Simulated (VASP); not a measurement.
Runs of VASP 6.6.1 on TiSi. The structure is that of space group Cmmm (No. 65), or close to it. The cells are those of the table. 

```tsv
cell	gap on the mesh (eV)	pressure (GPa)
a = 2.873, b = 2.873, c = 3.804 Å, angles 90.0, 90.0, 98.8°, 2 atoms	none	-10.5
a = 2.873, b = 2.873, c = 3.918 Å, angles 90.0, 90.0, 98.8°, 2 atoms	none	(a)
a = 2.873, b = 2.873, c = 3.861 Å, angles 90.0, 90.0, 98.8°, 2 atoms	none	-12.1
a = 2.832, b = 2.832, c = 3.918 Å, angles 90.0, 90.0, 98.8°, 2 atoms	none	-11.2
```

Alike in all rows: task single point; level PBEsol; potentials or basis VASP PAW PBE potentials, release 64 (Ti_sv, Si); no spin polarisation; k mesh 18 × 18 × 12; cutoff (eV) 520; smearing gaussian 0.15 eV.

**Question.** Fill in the values left out.

**Answer.** (a) -13.7.

Caveats: the PAW data sets were made with another functional, which shifts forces and pressure a little.

A gap of «none» marks levels without a gap at the run's occupations.
